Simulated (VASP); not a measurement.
# Ti3Al (P-6m2) in VASP: a series of runs, part 3 of 3

VASP 6.6.1.

### 4 Single point, PBEsol

Input file INCAR:

```
SYSTEM = Ti3Al
  PREC = Accurate
  ENCUT = 520
  EDIFF = 1E-6
  ISMEAR = 0
  SIGMA = 0.15
  LREAL = .FALSE.
  LASPH = .TRUE.
  NELM = 100
  ALGO = Fast
  ISIF = 2
  LWAVE = .FALSE.
  LCHARG = .FALSE.
  GGA = PS
  NBANDS = 28
```

Input file KPOINTS:

```
regular mesh
0
G
  15 15 6
  0 0 0
```

Input file POSCAR:

```
Ti3Al
1.0
    2.9216842402      0.0000000000      0.0000000000
   -1.4608421201      2.5302527739      0.0000000000
    0.0000000000      0.0000000000      8.9751218176
Ti Al
3 1
Direct
    0.6666666667      0.3333333333      0.0000000000
    0.3333333333      0.6666666667      0.7347588385
    0.3333333333      0.6666666667      0.2652411615
    0.6666666667      0.3333333333      0.5000000000
```

Potentials or basis: VASP PAW PBE potentials, release 64 (Ti_sv, Al).

The run is started by

```
> cat potpaw_PBE.64/Ti_sv/POTCAR potpaw_PBE.64/Al/POTCAR > POTCAR
> mpirun -np 1 vasp_std > vasp.out
```

OUTCAR:

```text
SYSTEM = Ti3Al
   PREC = Accurate
   ENCUT = 520
   EDIFF = 1E-6
   ISMEAR = 0
   LREAL = .FALSE.
   LASPH = .TRUE.
   NELM = 100
   ISIF = 2
   GGA = PS

 ion  position               nearest neighbor table
   1  0.667  0.333  0.000-   2 2.92   3 2.92   2 2.92   3 2.92   2 2.92   3 2.92
   2  0.333  0.667  0.735-   4 2.70   4 2.70   4 2.70   1 2.92   1 2.92   1 2.92
   3  0.333  0.667  0.265-   4 2.70   4 2.70   4 2.70   1 2.92   1 2.92   1 2.92
   4  0.667  0.333  0.500-   2 2.70   3 2.70   2 2.70   3 2.70   2 2.70   3 2.70

  LATTYP: Found a hexagonal cell.
 ALAT       =     2.9216842402
 C/A-ratio  =     3.0719000000

  Lattice vectors:

 A1 = (   2.9216842402,   0.0000000000,   0.0000000000)
 A2 = (  -1.4608421201,   2.5302527739,   0.0000000000)
 A3 = (   0.0000000000,   0.0000000000,   8.9751218176)

Analysis of symmetry for initial positions (statically):
=====================================================================
 Subroutine PRICEL returns:
 Original cell was already a primitive cell.

 Routine SETGRP: Setting up the symmetry group for a
 hexagonal supercell.

 Subroutine GETGRP returns: Found 12 space group operations
 (whereof 12 operations were pure point group operations)
[... 171 lines left out ...]

 val. band max:        8.1437740363   @ k =   0.3333   0.2667   0.1667
 cond. band min:       8.1488068786   @ k =   0.2667   0.0667   0.1667
 fundamental gap:      0.0050328424
 Fermi energy:         8.1450770278

 k-point     1 :       0.0000    0.0000    0.0000
  band No.  band energies     occupation
      1     -48.3509      2.00000
      2     -48.1979      2.00000
      3     -48.1865      2.00000
      4     -24.9100      2.00000
      5     -24.6229      2.00000
      6     -24.4351      2.00000
[... 733 lines left out ...]
     27      11.2550      0.00000
     28      11.6226      0.00000

 [... further k-points ...]

------------------------ aborting loop because EDIFF is reached ----------------------------------------

  FORCE on cell =-STRESS in cart. coord.  units (eV):
  Direction    XX          YY          ZZ          XY          YZ          ZX
  --------------------------------------------------------------------------------------
  -------------------------------------------------------------------------------------
  Total       -1.2877496     -1.2877496      1.6961988      0.0000000      0.0000000     -0.0000000
  in kB      -31.0959956    -31.0959956     40.9590421      0.0000000      0.0000000     -0.0000000
  external PRESSURE =      -7.0776497 kB  Pullay stress =       0.0000000 kB

 VOLUME and BASIS-vectors are now :
 -----------------------------------------------------------------------------
  energy-cutoff  :      520.00
  volume of cell :       66.35
      direct lattice vectors                 reciprocal lattice vectors
     2.921684240  0.000000000  0.000000000     0.342268335  0.197608715  0.000000000
    -1.460842120  2.530252774  0.000000000     0.000000000  0.395217431  0.000000000
     0.000000000  0.000000000  8.975121818     0.000000000  0.000000000  0.111419101

 POSITION                                       TOTAL-FORCE (eV/Angst)
 -----------------------------------------------------------------------------------
      1.46084      0.84342      0.00000         0.000000     -0.000000      0.000000
     -0.00000      1.68684      6.59455        -0.000000      0.000000      1.310084
     -0.00000      1.68684      2.38057        -0.000000      0.000000     -1.310084
      1.46084      0.84342      4.48756         0.000000      0.000000      0.000000
 -----------------------------------------------------------------------------------
    total drift:                                0.000000     -0.000000      0.000000

  FREE ENERGIE OF THE ION-ELECTRON SYSTEM (eV)
  ---------------------------------------------------
  free  energy   TOTEN  =       -28.8349687453 eV

  energy  without entropy=      -28.7850180072  energy(sigma->0) =      -28.80999338
```

OSZICAR:

```text
N       E                     dE             d eps       ncg     rms          rms(c)
DAV:   1     0.469346033539E+03    0.46935E+03   -0.19547E+04  6048   0.163E+03
DAV:   2     0.238163693138E+02   -0.44553E+03   -0.43726E+03  6116   0.500E+02
DAV:   3    -0.281484430269E+02   -0.51965E+02   -0.50699E+02 10412   0.144E+02
[... 40 lines left out ...]
RMM:  44    -0.288349555096E+02    0.25390E-04   -0.14141E-04 10714   0.934E-02    0.688E-02
RMM:  45    -0.288349556362E+02   -0.12658E-06   -0.48959E-05  9667   0.336E-02    0.796E-02
RMM:  46    -0.288349534134E+02    0.22228E-05   -0.18487E-04 10593   0.102E-01    0.137E-01
RMM:  47    -0.288349682875E+02   -0.14874E-04   -0.47038E-05  9949   0.514E-02    0.172E-01
RMM:  48    -0.288349687453E+02   -0.45779E-06   -0.90680E-06  7468   0.158E-02
   1 F= -.28834969E+02 E0= -.28809993E+02  d E =-.499507E-01
```

stdout:

```text
POSCAR found type information on POSCAR TiAl
 POSCAR found :  2 types and       4 ions
 scaLAPACK will be used
 -----------------------------------------------------------------------------
|                                                                             |
|                                                                             |
[... 20 lines left out ...]
WARNING in EDDRMM: call to ZHEGV failed, returncode =   8  4     26
WARNING in EDDRMM: call to ZHEGV failed, returncode =   8  4      5
WARNING in EDDRMM: call to ZHEGV failed, returncode =   6  3     12
WARNING in EDDRMM: call to ZHEGV failed, returncode =   8  4     15
WARNING in EDDRMM: call to ZHEGV failed, returncode =   6  3     15
WARNING in EDDRMM: call to ZHEGV failed, returncode =   6  3     13
WARNING in EDDRMM: call to ZHEGV failed, returncode =   8  4     22
WARNING in EDDRMM: call to ZHEGV failed, returncode =   6  3     18
```

It took 8.9 min on 1 thread of Intel Xeon Platinum 8488C (Sapphire Rapids), shared host; peak memory 0.31 GiB.

The run converged, but its numbers aren't listed here, since they failed a check.

Caveat: the stress differs along the axes, from -3 to 4 GPa; the PAW data sets were made with another functional, which shifts forces and pressure a little.

### 5 Single point, PBEsol

This run uses another cell than the first one, of the same volume but with other edges.

Input file INCAR:

```
  ALGO = Fast
  EDIFF = 1E-6
  ENCUT = 520
  GGA = PS
  ISIF = 2
  ISMEAR = 0
  LASPH = T
  LCHARG = T
  LELF = T
  LREAL = F
  LVHAR = T
  LWAVE = F
  NBANDS = 28
  NELM = 80
  PREC = Accurate
  SIGMA = 0.15
```

Input file KPOINTS:

```
k-points
0
Gamma
  15 15 6
```

Input file POSCAR:

```
Ti3Al
1.0
    2.9770768115      0.0000000000      0.0000000000
   -1.4885384057      2.5782241478      0.0000000000
    0.0000000000      0.0000000000      8.6442402299
Ti Al
3 1
Direct
    0.6666666667      0.3333333333      0.0000000000
    0.3333333333      0.6666666667      0.7347588385
    0.3333333333      0.6666666667      0.2652411615
    0.6666666667      0.3333333333      0.5000000000
```

The run is started by

```
> cat potpaw_PBE.64/Ti_sv/POTCAR potpaw_PBE.64/Al/POTCAR > POTCAR
> mpirun -np 1 vasp_std > vasp.out
```

Wall time 7.6 min (1 thread of Intel Xeon Platinum 8488C (Sapphire Rapids), shared host); peak memory 0.3 GiB.

It converged, with:

```yaml
Free_energy: -29.2556 eV
Pressure: 1.7 GPa
Largest_force: 1.435 eV/Å
Band_gap_on_the_k_mesh: zero (an odd number of electrons rules out a gap without spin polarisation)
```

Forces in eV/Å, atoms in the order of the input:
```
Ti   0.000  0.000  0.000
Ti   0.000  0.000  1.435
Ti   0.000  0.000 -1.435
Al   0.000  0.000  0.000
```

Stress tensor (GPa, compression positive):
```
-2.76  0.00  0.00
 0.00 -2.76  0.00
 0.00  0.00 10.59
```

Levels at points of the mesh, in eV from the Fermi level:
| k point | band 17 | band 18 | band 19 | band 20 | band 21 | band 22 | band 23 | band 24 |
| --- | --- | --- | --- | --- | --- | --- | --- | --- |
| (0.00, 0.00, 0.00) | 0.38 | 0.64 | 0.77 | 0.77 | 0.81 | 0.89 | 0.89 | 1.20 |
| (0.00, 0.00, 0.50) | -0.05 | 0.52 | 0.79 | 0.79 | 0.86 | 0.86 | 0.96 | 1.24 |

Caveat: the stress differs along the axes, from -3 to 11 GPa; the PAW data sets were made with another functional, which shifts forces and pressure a little.

### 6 Single point, PBEsol

Input file INCAR:

```
SYSTEM = Ti3Al
ALGO = Fast ; EDIFF = 1E-7
ENCUT = 520 ; GGA = PS
ISIF = 2 ; ISMEAR = 0
LASPH = .TRUE. ; LCHARG = .FALSE.
LREAL = .FALSE. ; LWAVE = .FALSE.
NBANDS = 28 ; NELM = 80
PREC = Accurate ; SIGMA = 0.15
```

Input file KPOINTS:

```
k-points
0
G
  15 15 6
  0 0 0
```

Input file POSCAR:

```
Ti3Al
1.0
    2.9216842402      0.0000000000      0.0000000000
   -1.4608421201      2.5302527739      0.0000000000
    0.0000000000      0.0000000000      8.9751218176
Ti Al
3 1
Direct
    0.6666666667      0.3333333333      0.0000000000
    0.3333333333      0.6666666667      0.7566446634
    0.3333333333      0.6666666667      0.2433553366
    0.6666666667      0.3333333333      0.5000000000
```

Potentials or basis: VASP PAW PBE potentials, release 64 (Ti_sv, Al).

The run is started by

```
> cat potpaw_PBE.64/Ti_sv/POTCAR potpaw_PBE.64/Al/POTCAR > POTCAR
> mpirun -np 1 vasp_std > vasp.out
```

It took 13 min on 1 thread of Intel Xeon Platinum 8488C (Sapphire Rapids), shared host; peak memory 0.31 GiB.

The run converged. Its results:

* Free energy: -29.6080 eV
* Pressure: 0.4 GPa
* Largest force: 0.400 eV/Å
* Band gap on the k mesh: zero (an odd number of electrons rules out a gap without spin polarisation)

Forces in eV/Å, atoms in the order of the input:
```
Ti   0.000  0.000  0.000
Ti   0.000  0.000 -0.400
Ti   0.000  0.000  0.400
Al   0.000  0.000  0.000
```

Stress tensor (GPa, compression positive):
```
-1.02  0.00  0.00
 0.00 -1.02  0.00
 0.00  0.00  3.16
```

Levels at points of the mesh, in eV from the Fermi level:
```
           k point  band 16  band 17  band 18  band 19  band 20  band 21  band 22  band 23  band 24  band 25
(0.00, 0.00, 0.00)    -2.54    -0.71     0.74     0.74     0.81     0.81     0.91     1.09     1.25     1.25
(0.00, 0.00, 0.50)    -3.07    -1.05     0.74     0.74     0.80     0.80     0.80     1.12     1.26     1.26
```

Caveat: the PAW data sets were made with another functional, which shifts forces and pressure a little.

### 7 Overview

| cell | further INCAR settings | gap on the mesh (eV) | pressure (GPa) | largest force (eV/Å) |
| --- | --- | --- | --- | --- |
| a = 2.922, b = 2.922, c = 8.975 Å, angles 90.0, 90.0, 120.0°, 4 atoms, atomic positions A | ALGO = Fast; EDIFF = 1e-06; NBANDS = 28 | none | 0.2 | 0.50 |
| a = 2.870, b = 2.870, c = 9.300 Å, angles 90.0, 90.0, 120.0°, 4 atoms, atomic positions A | ALGO = Fast; EDIFF = 1e-06; NBANDS = 28 | none | -0.3 | 0.33 |
| a = 2.977, b = 2.977, c = 8.644 Å, angles 90.0, 90.0, 120.0°, 4 atoms, atomic positions B | ALGO = Fast; EDIFF = 1e-06; NBANDS = 28 | none | 1.7 | 1.44 |
| a = 2.922, b = 2.922, c = 8.975 Å, angles 90.0, 90.0, 120.0°, 4 atoms, atomic positions C | ALGO = Fast; EDIFF = 1e-07; NBANDS = 28 | none | 0.4 | 0.40 |

Alike in all rows: task single point; level PBEsol; potentials or basis VASP PAW PBE potentials, release 64 (Ti_sv, Al); no spin polarisation; k mesh 15 × 15 × 6; cutoff (eV) 520; smearing gaussian 0.15 eV.

Caveats: the PAW data sets were made with another functional, which shifts forces and pressure a little; the stress differs along the axes, from -1 to 4 GPa (at least some runs); the stress differs along the axes, from -3 to 11 GPa (at least some runs).

Total energies depend on the potentials used, so only differences within one code and one set of settings carry meaning.

The gap in the log of VASP goes by the Fermi energy; the results here count the filled bands.